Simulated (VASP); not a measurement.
# AlNi2 (P-3m1) in VASP: notebook, part 2 of 2

VASP 6.6.1.

## (3) Single point, PBEsol (mode 4 (128.2 1/cm) frozen in, largest displacement +0.050 Å)

INCAR

```
SYSTEM = AlNi2
PREC     = Accurate       ! precision mode
ENCUT    = 520            ! plane-wave cutoff, eV
EDIFF    = 1E-6           ! SCF threshold, eV
ISMEAR   = 0              ! smearing method
SIGMA    = 0.15           ! smearing width, eV
LREAL    = .FALSE.        ! projectors in reciprocal space
LASPH    = .TRUE.         ! aspherical terms in the spheres
NELM     = 100            ! most SCF steps
ALGO     = Fast           ! electronic algorithm
ISIF     = 2              ! what is computed and relaxed
LWAVE    = .FALSE.        ! write WAVECAR
LCHARG   = .TRUE.         ! write CHGCAR
GGA      = PS             ! functional
LELF     = .TRUE.         ! ELF
LVHAR    = .TRUE.       
NBANDS   = 32             ! bands
```

KPOINTS

```
Automatic mesh
0
G
  12 12 10
  0 0 0
```

POSCAR

```
AlNi2
1.0
    3.9748989536      0.0000000000      0.0000000000
   -1.9874494768      3.4423634713      0.0000000000
    0.0000000000      0.0000000000      4.9060444288
Al Ni
2 4
Direct
    0.3333333333      0.6666666667      0.1852845144
    0.6666666667      0.3333333333      0.8147154856
    0.3333333333      0.6666666667      0.6773457566
    0.6666666667      0.3333333333      0.3226542434
    0.0000000000      0.0000000000      0.5000000000
    0.0000000000      0.0000000000      0.0000000000
```

Potentials or basis: VASP PAW PBE potentials, release 64 (Al, Ni).

The run is started by

```
$ cat potpaw_PBE.64/Al/POTCAR potpaw_PBE.64/Ni/POTCAR > POTCAR
$ mpirun -np 1 vasp_std > vasp.out
```

OUTCAR:

```text
SYSTEM = AlNi2
   PREC = Accurate
   ENCUT = 520
   EDIFF = 1E-6
   ISMEAR = 0
   LREAL = .FALSE.
   LASPH = .TRUE.
   NELM = 100
   ISIF = 2
   GGA = PS

 ion  position               nearest neighbor table
   1  0.333  0.667  0.185-   4 2.39   4 2.39   4 2.39   3 2.41   6 2.47   6 2.47   6 2.47   3 2.49
                             5 2.77   5 2.77   5 2.77   2 2.93   2 2.93   2 2.93
   2  0.667  0.333  0.815-   3 2.39   3 2.39   3 2.39   4 2.41   6 2.47   6 2.47   6 2.47   4 2.49
                             5 2.77   5 2.77   5 2.77   1 2.93   1 2.93   1 2.93
   3  0.333  0.667  0.677-   2 2.39   2 2.39   2 2.39   1 2.41   5 2.45   5 2.45   5 2.45   1 2.49
                             6 2.79   6 2.79   6 2.79   4 2.88   4 2.88   4 2.88
   4  0.667  0.333  0.323-   1 2.39   1 2.39   1 2.39   2 2.41   5 2.45   5 2.45   5 2.45   2 2.49
                             6 2.79   6 2.79   6 2.79   3 2.88   3 2.88   3 2.88
   5  0.000  0.000  0.500-   6 2.45   6 2.45   3 2.45   4 2.45   4 2.45   3 2.45   4 2.45   3 2.45
                             1 2.77   2 2.77   1 2.77   2 2.77   2 2.77   1 2.77
   6  0.000  0.000  0.000-   5 2.45   5 2.45   1 2.47   2 2.47   2 2.47   1 2.47   2 2.47   1 2.47
                             3 2.79   4 2.79   4 2.79   3 2.79   3 2.79   4 2.79

  LATTYP: Found a hexagonal cell.
 ALAT       =     3.9748989536
 C/A-ratio  =     1.2342563889

  Lattice vectors:

 A1 = (   3.9748989536,   0.0000000000,   0.0000000000)
 A2 = (  -1.9874494768,   3.4423634713,   0.0000000000)
 A3 = (   0.0000000000,   0.0000000000,   4.9060444288)

Analysis of symmetry for initial positions (statically):
=====================================================================
 Subroutine PRICEL returns:
 Original cell was already a primitive cell.

 Routine SETGRP: Setting up the symmetry group for a
 hexagonal supercell.

 Subroutine GETGRP returns: Found 12 space group operations
 (whereof 12 operations were pure point group operations)
 out of a pool of 24 trial point group operations.

The static configuration has the point symmetry D_3d.

Analysis of symmetry for dynamics (positions and initial velocities):
=====================================================================
 Subroutine PRICEL returns:
 Original cell was already a primitive cell.

 Routine SETGRP: Setting up the symmetry group for a
 hexagonal supercell.

 Subroutine GETGRP returns: Found 12 space group operations
 (whereof 12 operations were pure point group operations)
 out of a pool of 24 trial point group operations.

The dynamic configuration has the point symmetry D_3d.

 Subroutine INISYM returns: Found 12 space group operations
 (whereof 12 operations are pure point group operations),
 and found     1 'primitive' translations

----------------------------------------------------------------------------------------

                                     Primitive cell

  volume of cell :      67.1296

  direct lattice vectors                    reciprocal lattice vectors
     3.974898954  0.000000000  0.000000000     0.251578722  0.145249043  0.000000000
    -1.987449477  3.442363471  0.000000000     0.000000000  0.290498086  0.000000000
     0.000000000  0.000000000  4.906044429     0.000000000  0.000000000  0.203830197

  length of vectors
     3.974898954  3.974898954  4.906044429     0.290498086  0.290498086  0.203830197

  position of ions in fractional coordinates (direct lattice)
     0.333333333  0.666666667  0.185284514
[... 43 lines left out ...]
  0.000000  0.000000  0.000000      1.000000
  0.083333  0.000000  0.000000      6.000000
  0.166667  0.000000  0.000000      6.000000
  0.250000  0.000000  0.000000      6.000000
  0.333333  0.000000  0.000000      6.000000
  0.416667  0.000000  0.000000      6.000000
[... 16 lines left out ...]
  0.166667  0.000000  0.100000      6.000000
  0.000000  0.166667  0.100000      6.000000
 [... further k-points ...]
   k-points           NKPTS =    162   k-points in BZ     NKDIM =    162   number of bands    NBANDS=     32
   number of dos      NEDOS =    301   number of ions     NIONS =      6
   total plane-waves  NPLWV =  32400
   dimension x,y,z NGX =    30 NGY =   30 NGZ =   36
   dimension x,y,z NGXF=    60 NGYF=   60 NGZF=   72
   ions per type =               2   4
   NGX,Y,Z   is equivalent  to a cutoff of  12.55, 12.55, 12.20 a.u.
   NGXF,Y,Z  is equivalent  to a cutoff of  25.09, 25.09, 24.40 a.u.
 SYSTEM =  AlNi2
   PREC   = accura    normal or accurate (medium, high low for compatibility)
   ISTART =      0    job   : 0-new  1-cont  2-samecut
   ICHARG =      2    charge: 1-file 2-atom 10-const
   ISPIN  =      1    spin polarized calculation?
   LNONCOLLINEAR =      F non collinear calculations
   LSORBIT =      F    spin-orbit coupling
   LASPH  =      T    aspherical Exc in radial PAW
   ENCUT  =  520.0 eV  38.22 Ry    6.18 a.u.   7.39  7.39  9.12*2*pi/ulx,y,z
   NELM   =    100;   NELMIN=  2; NELMDL= -5     # of ELM steps
   EDIFF  = 0.1E-05   stopping-criterion for ELM
   LREAL  =      F    real-space projection
   EDIFFG = 0.1E-04   stopping-criterion for IOM
   NSW    =      0    number of steps for IOM
   IBRION =     -1    ionic relax: 0-MD 1-quasi-New 2-CG
   NFREE  =      0    steps in history (QN), initial steepest desc. (CG)
   ISIF   =      2    stress and relaxation
   ISYM   =      2    0-nonsym 1-usesym 2-fastsym
   POTIM  = 0.5000    time-step for ionic-motion
   TEBEG  =    0.0;   TEEND  =   0.0 temperature during run
   PSTRESS=    0.0 pullay stress
   NELECT =      46.0000    total number of electrons
   NUPDOWN=      -1.0000    fix difference up-down
   EMIN   =  10.00;   EMAX   =-10.00  energy-range for DOS
   EFERMI =   0.00;   METHOD = LEGACY
   ISMEAR =     0;   SIGMA  =   0.15  broadening in eV -4-tet -1-fermi 0-gaus
   EFERMI_NEDOS =   21; number of points for ismear=-14 and -15
   IALGO  =     68    algorithm
   IMIX   =      4    mixing-type and parameters
     AMIX     =   0.40;   BMIX     =  1.00
     AMIX_MAG =   1.60;   BMIX_MAG =  1.00
  volume/ion in A,a.u.               =      11.19        75.50
  Fermi-wavevector in a.u.,A,eV,Ry     =   1.443298  2.727438 28.342420  2.083109
  Thomas-Fermi vector in A             =   2.561721
   LORBIT       =      0    0 simple, 1 ext, 2 COOP (PROOUT), +10 PAW based schemes
   GGA     = PS    functional components
   LHFCALC =     F    Hartree Fock is set to
   AEXX    =    0.0000 exact exchange contribution
   IVDW    =     0    specifies the selected vdW correction
   LEPSILON=     F    determine dielectric tensor
   LRPA    =     F    only Hartree local field effects (RPA)
 non-spin polarized calculation
 RMM-DIIS sequential band-by-band and
 Gauss-broadening in eV      SIGMA  =   0.15
  energy-cutoff  :      520.00
  volume of cell :       67.13
 maximum number of plane-waves:      1827
 NGX is ok and might be reduce to    30
   NGX = 15   NGY = 15   NGZ = 19

 number of electron      46.0000042 magnetization

 Free energy of the ion-electron system (eV)
  ---------------------------------------------------
  ext. energy  EPLUGINS =         0.00000000
  ---------------------------------------------------
  free energy    TOTEN  =       -35.82380338 eV

  energy without entropy =      -35.78736011  energy(sigma->0) =      -35.80558175

 E-fermi :   9.9665     XC(G=0): -12.7441

 val. band max:        9.9652305059   @ k =   0.3333   0.0000   0.3000
 cond. band min:       9.9695765271   @ k =   0.4167   0.1667   0.3000
 fundamental gap:      0.0043460212
 Fermi energy:         9.9665299478

 k-point     1 :       0.0000    0.0000    0.0000
  band No.  band energies     occupation
      1      -0.6712      2.00000
      2       4.6947      2.00000
      3       4.8024      2.00000
      4       6.1428      2.00000
      5       6.1428      2.00000
      6       6.6089      2.00000
[... 829 lines left out ...]
     31      16.6687      0.00000
     32      17.0119      0.00000

 [... further k-points ...]
[... 5 lines left out ...]
  --------------------------------------------------------------------------------------
  -------------------------------------------------------------------------------------
  Total        0.0569604      0.0569604     -0.0353570      0.0000000     -0.0000000      0.0000000
  in kB        1.3594686      1.3594686     -0.8438623      0.0000000     -0.0000000      0.0000000
  external PRESSURE =       0.6250249 kB  Pullay stress =       0.0000000 kB

 VOLUME and BASIS-vectors are now :
 -----------------------------------------------------------------------------
  energy-cutoff  :      520.00
  volume of cell :       67.13
      direct lattice vectors                 reciprocal lattice vectors
     3.974898954  0.000000000  0.000000000     0.251578722  0.145249043  0.000000000
    -1.987449477  3.442363471  0.000000000     0.000000000  0.290498086  0.000000000
     0.000000000  0.000000000  4.906044429     0.000000000  0.000000000  0.203830197

 POSITION                                       TOTAL-FORCE (eV/Angst)
 -----------------------------------------------------------------------------------
     -0.00000      2.29491      0.90901        -0.000000      0.000000      0.081727
      1.98745      1.14745      3.99703        -0.000000      0.000000     -0.081727
     -0.00000      2.29491      3.32309         0.000000      0.000000      0.177230
      1.98745      1.14745      1.58296         0.000000      0.000000     -0.177230
      0.00000      0.00000      2.45302        -0.000000      0.000000      0.000000
      0.00000      0.00000      0.00000        -0.000000      0.000000      0.000000
 -----------------------------------------------------------------------------------
    total drift:                                0.000000     -0.000000      0.000000

  FREE ENERGIE OF THE ION-ELECTRON SYSTEM (eV)
  ---------------------------------------------------
  free  energy   TOTEN  =       -35.8238033810 eV

  energy  without entropy=      -35.7873601092  energy(sigma->0) =      -35.80558175
```

It took 5.5 min on 1 thread of Intel Xeon Platinum 8488C (Sapphire Rapids), shared host; peak memory 0.38 GiB.

What came out:

```
Free energy            : -35.8238 eV
Pressure               : 0.1 GPa
Largest force          : 0.177 eV/Å
Band gap on the k mesh : zero (band 23 reaches 13.77 eV, above the bottom of band 24 at 9.62 eV)
```

Forces on the atoms (eV/Å):
```
Al   0.000  0.000  0.082
Al   0.000  0.000 -0.082
Ni   0.000  0.000  0.177
Ni   0.000  0.000 -0.177
Ni   0.000  0.000  0.000
Ni   0.000  0.000  0.000
```

Stress tensor (GPa, compression positive):
```
 0.14  0.00  0.00
 0.00  0.14  0.00
 0.00  0.00 -0.08
```

Caveat: the cell differs from its parent crystal (mode 4 (128.2 1/cm) frozen in, largest displacement +0.050 Å); the PAW data sets were made with another functional, which shifts forces and pressure a little. Spin polarisation is off, so any magnetic state and its effect on volume and gap are missing.
